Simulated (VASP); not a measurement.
Write the native input for VASP 6.6.1 that does the following.

* Task: single point
* Functional: PBE
* Potentials or basis: VASP PAW PBE potentials, release 64 (Cu, O)
* Cutoff: 520 eV
* k mesh: 7 × 7 × 4
* Occupations: fermi-dirac, width 0.1 eV
* Spin: collinear spin
* Starting moments: [1.0, -1.0, 0.0, 0.0] μB
* Hubbard terms: Cu d U = 4.0 eV
* Dipole correction: no
* Further INCAR settings: ALGO = Normal; EDIFF = 1e-06; NBANDS = 29; ISYM = 0

The structure of CuO lies in POSCAR:

```
CuO
1.0
    2.3245000000     -1.7191000000      0.0000000000
    2.3245000000      1.7191000000      0.0000000000
   -0.7792200000      0.0000000000      5.1281400000
Cu O
2 2
Direct
    0.0000000000      0.5000000000      0.0000000000
    0.5000000000      0.0000000000      0.5000000000
    0.5830000000      0.4170000000      0.2500000000
    0.4170000000      0.5830000000      0.7500000000
```

The input as run:

INCAR

```
SYSTEM = CuO
  PREC = Accurate
  ENCUT = 520
  EDIFF = 1E-6
  ISMEAR = -1
  SIGMA = 0.1
  LREAL = .False.
  LASPH = .True.
  NELM = 150
  ALGO = Normal
  ISIF = 2
  LWAVE = .False.
  LCHARG = .False.
  ISPIN = 2
  MAGMOM = 1 -1 0 0
  LORBIT = 11
  LMAXMIX = 4
  LDAU = .True.
  LDAUTYPE = 2
  LDAUL = 2 -1
  LDAUU = 4 0
  LDAUJ = 0 0
  LDAUPRINT = 1
  GGA = PE
  NBANDS = 29
  ISYM = 0
```

KPOINTS

```
regular mesh
0
Gamma
  7 7 4
  0 0 0
```

Potentials or basis: VASP PAW PBE potentials, release 64 (Cu, O).

Launch:

```console
$ cat potpaw_PBE.64/Cu/POTCAR potpaw_PBE.64/O/POTCAR > POTCAR
$ mpirun -np 1 vasp_std > vasp.out
```

It gave:

```json
{
  "Pressure": "2.2 GPa",
  "Largest force": "0.224 eV/Å",
  "Band gap on the k mesh": "0.56 eV (least direct gap 0.85 eV)",
  "Net moment": "0.00 μB per cell",
  "Site moments": "Cu +0.57, -0.57; O -0.00 μB",
  "Valence electrons inside the program's atomic spheres": "Cu 9.91; O 4.98"
}
```

Caveat: semilocal functionals underestimate gaps, and a narrow one can read as zero.

Run time: 2.5 min on 1 thread of AMD EPYC 9R45 96-Core Processor (Zen 5), with other jobs on the host, peak memory 0.26 GiB.
